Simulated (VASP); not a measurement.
# AlN (P6_3/mmc) in VASP: further runs, part 2 of 3

VASP 6.6.1. The steps go on from the part before.

### 3 Single point, PBEsol

This run uses another cell than the first one, of 10.02 Å³/atom, 1.008 times its volume.

INCAR

```
  ALGO = Normal
  EDIFF = 1E-7
  ENCUT = 520
  GGA = PS
  ISIF = 2
  ISMEAR = 0
  LASPH = T
  LCHARG = F
  LREAL = F
  LWAVE = F
  NBANDS = 16
  NELM = 60
  PREC = Accurate
  SIGMA = 0.05
```

KPOINTS

```
k-points
0
Gamma
  9 9 6
```

POSCAR

```
AlN
1.0
    3.3609000000      0.0000000000      0.0000000000
   -1.6804500000      2.9106247796      0.0000000000
    0.0000000000      0.0000000000      4.0986000000
Al N
2 2
Direct
    0.3333333333      0.6666666667      0.7500000000
    0.6666666667      0.3333333333      0.2500000000
    0.3333333333      0.6666666667      0.2500000000
    0.6666666667      0.3333333333      0.7500000000
```

Potentials or basis: VASP PAW PBE potentials, release 64 (Al, N).

Started as:

```bash
$ cat potpaw_PBE.64/Al/POTCAR potpaw_PBE.64/N/POTCAR > POTCAR
$ mpirun -np 1 vasp_std > vasp.out
```

OUTCAR:

```text
EDIFF = 1E-7
   ENCUT = 520
   GGA = PS
   ISIF = 2
   ISMEAR = 0
   LASPH = T
   LREAL = F
   NELM = 60
   PREC = Accurate

 ion  position               nearest neighbor table
   1  0.333  0.667  0.750-   4 1.94   4 1.94   4 1.94   3 2.05   3 2.05   2 2.82   2 2.82   2 2.82
                             2 2.82   2 2.82   2 2.82
   2  0.667  0.333  0.250-   3 1.94   3 1.94   3 1.94   4 2.05   4 2.05   1 2.82   1 2.82   1 2.82
                             1 2.82   1 2.82   1 2.82
   3  0.333  0.667  0.250-   2 1.94   2 1.94   2 1.94   1 2.05   1 2.05
   4  0.667  0.333  0.750-   1 1.94   1 1.94   1 1.94   2 2.05   2 2.05

  LATTYP: Found a hexagonal cell.
 ALAT       =     3.3609000000
 C/A-ratio  =     1.2194947782

  Lattice vectors:

 A1 = (   3.3609000000,   0.0000000000,   0.0000000000)
 A2 = (  -1.6804500000,   2.9106247796,   0.0000000000)
 A3 = (   0.0000000000,   0.0000000000,   4.0986000000)

Analysis of symmetry for initial positions (statically):
=====================================================================
 Subroutine PRICEL returns:
 Original cell was already a primitive cell.

 Routine SETGRP: Setting up the symmetry group for a
 hexagonal supercell.

 Subroutine GETGRP returns: Found 24 space group operations
 (whereof 12 operations were pure point group operations)
 out of a pool of 24 trial point group operations.

The static configuration has the point symmetry D_3d.
 The point group associated with its full space group is D_6h.

Analysis of symmetry for dynamics (positions and initial velocities):
=====================================================================
 Subroutine PRICEL returns:
 Original cell was already a primitive cell.

 Routine SETGRP: Setting up the symmetry group for a
 hexagonal supercell.

 Subroutine GETGRP returns: Found 24 space group operations
 (whereof 12 operations were pure point group operations)
 out of a pool of 24 trial point group operations.

The dynamic configuration has the point symmetry D_3d.
 The point group associated with its full space group is D_6h.

 Subroutine INISYM returns: Found 24 space group operations
 (whereof 12 operations are pure point group operations),
 and found     1 'primitive' translations

----------------------------------------------------------------------------------------

                                     Primitive cell

  volume of cell :      40.0938

  direct lattice vectors                    reciprocal lattice vectors
     3.360900000  0.000000000  0.000000000     0.297539350  0.171784424  0.000000000
    -1.680450000  2.910624780  0.000000000     0.000000000  0.343568847  0.000000000
     0.000000000  0.000000000  4.098600000     0.000000000  0.000000000  0.243985751

  length of vectors
     3.360900000  3.360900000  4.098600000     0.343568847  0.343568847  0.243985751

  position of ions in fractional coordinates (direct lattice)
     0.333333333  0.666666667  0.750000000
     0.666666667  0.333333333  0.250000000
     0.333333333  0.666666667  0.250000000
     0.666666667  0.333333333  0.750000000

  ion indices of the primitive-cell ions
   primitive index   ion index
[... 28 lines left out ...]

 Found     48 irreducible k-points:

 Following reciprocal coordinates:
            Coordinates               Weight
  0.000000  0.000000  0.000000      1.000000
  0.111111  0.000000  0.000000      6.000000
  0.222222 -0.000000  0.000000      6.000000
  0.333333  0.000000  0.000000      6.000000
  0.444444 -0.000000  0.000000      6.000000
  0.111111  0.111111  0.000000      6.000000
[... 16 lines left out ...]
  0.333333  0.222222  0.166667     24.000000
  0.333333  0.333333  0.166667      4.000000
 [... further k-points ...]
   k-points           NKPTS =     48   k-points in BZ     NKDIM =     48   number of bands    NBANDS=     16
   number of dos      NEDOS =    301   number of ions     NIONS =      4
   total plane-waves  NPLWV =  23520
   dimension x,y,z NGX =    28 NGY =   28 NGZ =   30
   dimension x,y,z NGXF=    56 NGYF=   56 NGZF=   60
   ions per type =               2   2
   NGX,Y,Z   is equivalent  to a cutoff of  13.85, 13.85, 12.17 a.u.
   NGXF,Y,Z  is equivalent  to a cutoff of  27.70, 27.70, 24.34 a.u.
 SYSTEM =  unknown system
   PREC   = accura    normal or accurate (medium, high low for compatibility)
   ISTART =      0    job   : 0-new  1-cont  2-samecut
   ICHARG =      2    charge: 1-file 2-atom 10-const
   ISPIN  =      1    spin polarized calculation?
   LNONCOLLINEAR =      F non collinear calculations
   LSORBIT =      F    spin-orbit coupling
   LASPH  =      T    aspherical Exc in radial PAW
   ENCUT  =  520.0 eV  38.22 Ry    6.18 a.u.   6.25  6.25  7.62*2*pi/ulx,y,z
   NELM   =     60;   NELMIN=  2; NELMDL= -5     # of ELM steps
   EDIFF  = 0.1E-06   stopping-criterion for ELM
   LREAL  =      F    real-space projection
   EDIFFG = 0.1E-05   stopping-criterion for IOM
   NSW    =      0    number of steps for IOM
   IBRION =     -1    ionic relax: 0-MD 1-quasi-New 2-CG
   NFREE  =      0    steps in history (QN), initial steepest desc. (CG)
   ISIF   =      2    stress and relaxation
   ISYM   =      2    0-nonsym 1-usesym 2-fastsym
   POTIM  = 0.5000    time-step for ionic-motion
   TEBEG  =    0.0;   TEEND  =   0.0 temperature during run
   PSTRESS=    0.0 pullay stress
   NELECT =      16.0000    total number of electrons
   NUPDOWN=      -1.0000    fix difference up-down
   EMIN   =  10.00;   EMAX   =-10.00  energy-range for DOS
   EFERMI =   0.00;   METHOD = LEGACY
   ISMEAR =     0;   SIGMA  =   0.05  broadening in eV -4-tet -1-fermi 0-gaus
   EFERMI_NEDOS =   21; number of points for ismear=-14 and -15
   IALGO  =     38    algorithm
   IMIX   =      4    mixing-type and parameters
     AMIX     =   0.40;   BMIX     =  1.00
     AMIX_MAG =   1.60;   BMIX_MAG =  1.00
  volume/ion in A,a.u.               =      10.02        67.64
  Fermi-wavevector in a.u.,A,eV,Ry     =   1.205283  2.277655 19.765281  1.452707
  Thomas-Fermi vector in A             =   2.340984
   LORBIT       =      0    0 simple, 1 ext, 2 COOP (PROOUT), +10 PAW based schemes
   GGA     = PS    functional components
   LHFCALC =     F    Hartree Fock is set to
   AEXX    =    0.0000 exact exchange contribution
   IVDW    =     0    specifies the selected vdW correction
   LEPSILON=     F    determine dielectric tensor
   LRPA    =     F    only Hartree local field effects (RPA)
 non-spin polarized calculation
 Gauss-broadening in eV      SIGMA  =   0.05
  energy-cutoff  :      520.00
  volume of cell :       40.09
 maximum number of plane-waves:      1108
 NGX is ok and might be reduce to    28
   NGX = 13   NGY = 13   NGZ = 15

 number of electron      16.0000002 magnetization

 Free energy of the ion-electron system (eV)
  ---------------------------------------------------
  ext. energy  EPLUGINS =         0.00000000
  ---------------------------------------------------
  free energy    TOTEN  =       -30.91375309 eV

  energy without entropy =      -30.91375309  energy(sigma->0) =      -30.91375309

 E-fermi :   7.8847     XC(G=0): -11.3120

 val. band max:        7.6068548814   @ k =   0.0000   0.0000   0.0000
 cond. band min:      10.8415987312   @ k =   0.0000   0.0000   0.0000
 fundamental gap:      3.2347438498
 Fermi energy:         7.8846989477

 k-point     1 :       0.0000    0.0000    0.0000
  band No.  band energies     occupation
      1      -8.9610      2.00000
      2      -5.1423      2.00000
      3       0.9584      2.00000
      4       4.3853      2.00000
      5       4.3853      2.00000
      6       6.2296      2.00000
[... 433 lines left out ...]
      3       1.2124      2.00000
      4       2.2099      2.00000
      5       2.2099      2.00000
      6       4.9768      2.00000
[... 8 lines left out ...]
     15      18.9440      0.00000
     16      20.7727      0.00000

 [... further k-points ...]

------------------------ aborting loop because EDIFF is reached ----------------------------------------

  FORCE on cell =-STRESS in cart. coord.  units (eV):
  Direction    XX          YY          ZZ          XY          YZ          ZX
  --------------------------------------------------------------------------------------
  -------------------------------------------------------------------------------------
  Total       -1.8982466     -1.8982466     -0.4211931      0.0000000      0.0000000      0.0000000
  in kB      -75.8552884    -75.8552884    -16.8311784      0.0000000      0.0000000      0.0000000
  external PRESSURE =     -56.1805850 kB  Pullay stress =       0.0000000 kB

 VOLUME and BASIS-vectors are now :
 -----------------------------------------------------------------------------
  energy-cutoff  :      520.00
  volume of cell :       40.09
      direct lattice vectors                 reciprocal lattice vectors
     3.360900000  0.000000000  0.000000000     0.297539350  0.171784424  0.000000000
    -1.680450000  2.910624780  0.000000000     0.000000000  0.343568847  0.000000000
     0.000000000  0.000000000  4.098600000     0.000000000  0.000000000  0.243985751

 POSITION                                       TOTAL-FORCE (eV/Angst)
 -----------------------------------------------------------------------------------
     -0.00000      1.94042      3.07395        -0.000000      0.000000      0.000000
      1.68045      0.97021      1.02465         0.000000      0.000000      0.000000
     -0.00000      1.94042      1.02465         0.000000     -0.000000      0.000000
      1.68045      0.97021      3.07395        -0.000000      0.000000      0.000000
 -----------------------------------------------------------------------------------
    total drift:                               -0.000000      0.000000      0.000000

  FREE ENERGIE OF THE ION-ELECTRON SYSTEM (eV)
  ---------------------------------------------------
  free  energy   TOTEN  =       -30.9137530897 eV

  energy  without entropy=      -30.9137530897  energy(sigma->0) =      -30.91375309
```

It took 13 s on 1 thread of Intel Xeon 6975P-C (Granite Rapids), shared host; peak memory 0.16 GiB.

Results:

```
Free energy            : -30.9138 eV
Pressure               : -5.6 GPa
Band gap on the k mesh : 3.23 eV, direct
```

Stress tensor (GPa, compression positive):
```
-7.59  0.00  0.00
 0.00 -7.59  0.00
 0.00  0.00 -1.68
```

Caveat: the PAW data sets were made with another functional, which shifts forces and pressure a little. Expect the measured gap to be larger: semilocal functionals such as PBEsol lack the derivative discontinuity.

### 4 Single point, PBEsol

This run uses another cell than the first one, of 9.62 Å³/atom, 0.967 times its volume.

INCAR

```
SYSTEM = AlN
PREC = Accurate ; ENCUT = 520
EDIFF = 1E-7 ; ISMEAR = 0
SIGMA = 0.05 ; LREAL = .False.
LASPH = .True. ; NELM = 100
ALGO = Normal ; ISIF = 2
LWAVE = .False. ; LCHARG = .False.
GGA = PS ; NBANDS = 16
```

KPOINTS

```
regular mesh
0
Gamma
  9 9 6
  0 0 0
```

Changes to POSCAR since step 3:

```diff
@@ -4,3 +4,3 @@
    -1.6804500000      2.9106247796      0.0000000000
-    0.0000000000      0.0000000000      4.0986000000
+    0.0000000000      0.0000000000      3.9330000000
 Al N
```

Started as:

```bash
$ cat potpaw_PBE.64/Al/POTCAR potpaw_PBE.64/N/POTCAR > POTCAR
$ mpirun -np 1 vasp_std > vasp.out
```

Wall time 46 s (1 thread of Intel Xeon Platinum 8259CL at 2.50GHz (Skylake/Cascade Lake), shared host); peak memory 0.16 GiB.

Results (log left out):

```yaml
Free_energy: -30.8524 eV
Pressure: 3.7 GPa
Band_gap_on_the_k_mesh: 3.63 eV, direct
```

Stress tensor (GPa, compression positive):
```
-1.85  0.00  0.00
 0.00 -1.85  0.00
 0.00  0.00 14.94
```

Levels at points of the mesh, in eV from the valence-band top:
| k point | band 4 | band 5 | band 6 | band 7 | band 8 | band 9 | band 10 | band 11 | band 12 | band 13 |
| --- | --- | --- | --- | --- | --- | --- | --- | --- | --- | --- |
| (0.00, 0.00, 0.00) | -3.30 | -3.30 | -1.19 | -1.19 | 0.00 | 3.63 | 4.74 | 8.28 | 8.28 | 11.88 |
| (0.00, 0.00, 0.50) | -3.55 | -2.29 | -2.29 | -2.29 | -2.29 | 6.04 | 6.04 | 8.30 | 8.30 | 8.30 |

Caveat: the PAW data sets were made with another functional, which shifts forces and pressure a little. A k mesh can miss the band edges.

### 5 Single point, PBEsol

This run uses another cell than the first one, of 9.75 Å³/atom, 0.981 times its volume.

INCAR

```
ALGO = Normal
EDIFF = 1E-7
ENCUT = 520
GGA = PS
ISIF = 2
ISMEAR = 0
LASPH = T
LCHARG = F
LREAL = F
LWAVE = F
NBANDS = 16
NELM = 60
PREC = Accurate
SIGMA = 0.05
```

KPOINTS

```
k-points
0
Gamma
  9 9 6
```

POSCAR

```
AlN
1.0
    3.2816000000      0.0000000000      0.0000000000
   -1.6408000000      2.8419489650      0.0000000000
    0.0000000000      0.0000000000      4.1814000000
Al N
2 2
Direct
    0.3333333333      0.6666666667      0.7500000000
    0.6666666667      0.3333333333      0.2500000000
    0.3333333333      0.6666666667      0.2500000000
    0.6666666667      0.3333333333      0.7500000000
```

Started as:

```bash
$ cat potpaw_PBE.64/Al/POTCAR potpaw_PBE.64/N/POTCAR > POTCAR
$ mpirun -np 1 vasp_std > vasp.out
```

Wall time 30 s (1 thread of Intel Xeon Platinum 8259CL at 2.50GHz (Skylake/Cascade Lake), shared host); peak memory 0.15 GiB.

It converged, with:

```yaml
Free_energy: -30.9412 eV
Pressure: 0.9 GPa
Band_gap_on_the_k_mesh: 3.32 eV, direct
```

Stress tensor (GPa, compression positive):
```
 2.06  0.00  0.00
 0.00  2.06  0.00
 0.00  0.00 -1.33
```

Levels at points of the mesh, in eV from the valence-band top:
| k point | band 5 | band 6 | band 7 | band 8 | band 9 | band 10 | band 11 | band 12 |
| --- | --- | --- | --- | --- | --- | --- | --- | --- |
| (0.00, 0.00, 0.00) | -3.35 | -1.70 | -1.70 | 0.00 | 3.32 | 4.51 | 8.26 | 8.26 |
| (0.00, 0.00, 0.50) | -2.56 | -2.56 | -2.56 | -2.56 | 5.67 | 5.67 | 8.44 | 8.44 |

Caveat: the PAW data sets were made with another functional, which shifts forces and pressure a little.

(Continued in part 3 of 3.)
